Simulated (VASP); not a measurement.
Wanted: the native input for a VASP 6.6.1 run.

```
Task                   : relaxation of the atoms
Functional             : r2SCAN
Potentials or basis    : VASP PAW PBE potentials, release 64 (B, As)
Cutoff                 : 520 eV
k mesh                 : 10 × 10 × 10
Occupations            : fermi-dirac, width 0.02 eV
Spin                   : no spin polarisation
Dipole correction      : no
Further INCAR settings : ALGO = Normal; EDIFF = 1e-07; IBRION = 2; EDIFFG = -0.01; NSW = 50
```

Crystal: BAs.

```
B As
1.0
     0.00000    2.37521    2.37521
     2.37521    0.00000    2.37521
     2.37521    2.37521    0.00000
B As
1 1
Direct
  0.00000 0.00000 0.00000
  0.25000 0.25000 0.25000
```

These files were run (other wordings do the same):

POSCAR

```
BAs
1.0
    0.0000000000      2.3752108600      2.3752108600
    2.3752108600      0.0000000000      2.3752108600
    2.3752108600      2.3752108600      0.0000000000
B As
1 1
Direct
    0.0000000000      0.0000000000      0.0000000000
    0.2500000000      0.2500000000      0.2500000000
```

INCAR.step1

```
ALGO = Normal
EDIFF = 1E-4
ENCUT = 520
GGA = PE
ISMEAR = -1
LASPH = T
LCHARG = F
LREAL = F
LWAVE = T
NELM = 80
PREC = Accurate
SIGMA = 0.02
```

INCAR.step2

```
ALGO = Normal
EDIFF = 1E-7
EDIFFG = -0.01
ENCUT = 520
IBRION = 2
ISIF = 2
ISMEAR = -1
ISTART = 1
LASPH = T
LCHARG = F
LMIXTAU = T
LREAL = F
LWAVE = F
METAGGA = R2SCAN
NELM = 80
NSW = 50
PREC = Accurate
SIGMA = 0.02
```

KPOINTS

```
k-points
0
Gamma
  10 10 10
```

Potentials or basis: VASP PAW PBE potentials, release 64 (B, As).

Launch:

```console
$ cat potpaw_PBE.64/B/POTCAR potpaw_PBE.64/As/POTCAR > POTCAR
$ cp INCAR.step1 INCAR
$ mpirun -np 1 vasp_std > vasp.out
$ cp INCAR.step2 INCAR
$ mpirun -np 1 vasp_std > vasp.out
```

Results of the run:

```json
{"Pressure after relaxing": "3.4 GPa", "Band gap on the k mesh": "1.35 eV (least direct gap 3.46 eV)"}
```

Caveat: the relaxation stopped at its first step, so nothing moved; the PAW data sets were made with another functional, which shifts forces and pressure a little.

Run time: 27 s on 1 thread of Intel(R) Xeon(R) 6975P-C (Granite Rapids), on a shared host, peak memory 0.16 GiB.
